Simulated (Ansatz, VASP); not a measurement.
# Two plane-wave programs on CaSe

The input POSCAR:

```
CaSe
1.0
    0.0000000000      3.2795613671      3.2795613671
    3.2795613671      0.0000000000      3.2795613671
    3.2795613671      3.2795613671      0.0000000000
Ca Se
1 1
Direct
    0.0000000000      0.0000000000      0.0000000000
    0.2500000000      0.2500000000      0.2500000000
```

Contents of INCAR.step1:

```
PREC     = Accurate       # precision mode
ENCUT    = 520            # plane-wave cutoff, eV
EDIFF    = 1E-5           # SCF threshold, eV
ISMEAR   = 0              # smearing method
SIGMA    = 0.01           # smearing width, eV
LREAL    = F              # projectors in reciprocal space
LASPH    = T              # aspherical terms in the spheres
NELM     = 60             # most SCF steps
ALGO     = Normal         # electronic algorithm
ISIF     = 2              # what is computed and relaxed
LWAVE    = T              # write WAVECAR
LCHARG   = F              # write CHGCAR
NBANDS   = 15             # bands
GGA      = PE             # functional
```

The input INCAR.step2:

```
PREC     = Accurate       # precision mode
ENCUT    = 520            # plane-wave cutoff, eV
EDIFF    = 1E-6           # SCF threshold, eV
ISMEAR   = 0              # smearing method
SIGMA    = 0.01           # smearing width, eV
LREAL    = F              # projectors in reciprocal space
LASPH    = T              # aspherical terms in the spheres
NELM     = 60             # most SCF steps
ALGO     = Normal         # electronic algorithm
ISIF     = 2              # what is computed and relaxed
LWAVE    = F              # write WAVECAR
LCHARG   = F              # write CHGCAR
METAGGA  = R2SCAN         # meta-GGA
LHFCALC  = T              # exact exchange
AEXX     = 0.1            # exact-exchange fraction
LMIXTAU  = T            
PRECFOCK = Normal       
NBANDS   = 15             # bands
ISTART   = 1
```

KPOINTS

```
regular mesh
0
Gamma
  4 4 4
```

Input for Ansatz:

```yaml
crystal:
  lattice:
    - [0.0, 3.2795613671, 3.2795613671]
    - [3.2795613671, 0.0, 3.2795613671]
    - [3.2795613671, 3.2795613671, 0.0]
  atoms:
    - { symbol: Ca, position: [0.0, 0.0, 0.0] }
    - { symbol: Se, position: [0.25, 0.25, 0.25] }
kpoints:
  mp_grid: { grid: [4, 4, 4] }
  band_path:
    path:
      - [0.0, 0.0, 0.0]
      - [-0.5, -0.5, 0.0]
      - [-0.375, -0.375, 0.25]
      - [-0.375, 0.0, 0.375]
      - [0.0, 0.0, 0.5]
      - [-0.5, -0.25, 0.25]
      - [0.0, 0.270833, -0.270833]
    npoints: 1
hamiltonian:
  xc: r2scanh
scf:
  occupations: { method: fixed }
  n_extra_bands: 4
output:
  forces: true
  stress: true
  eigenvalues: true
```

Alike in both runs: task single point; functional r2SCANh; k mesh 4 × 4 × 4; no spin polarisation.

|  | VASP | Ansatz |
| --- | --- | --- |
| version | VASP 6.6.1 | Ansatz 0.2.0 |
| potentials or method | VASP PAW PBE potentials, release 64 (Ca_sv, Se) | plane waves, PAW |
| plane-wave cutoff (eV) | 520 | 500 |
| occupations | gaussian, width 0.01 eV | fixed |
| valence electrons in the cell | 16 | 26 |

Ansatz gave:

```
gap on the k mesh at the Fermi level (eV) : 4.22
pressure (GPa)                            : 0.0
```

Q: Which values does VASP return?

A: gap on the k mesh at the Fermi level (eV): 4.22; pressure (GPa): 0.1.

VASP's potentials were made for PBE, not for r2SCANh. VASP's potentials hold 16 valence electrons a cell and Ansatz's 26, so a difference there can come from the potentials and not from the codes. Ansatz's warnings: stress exchange threshold loose, stress scf threshold loose.
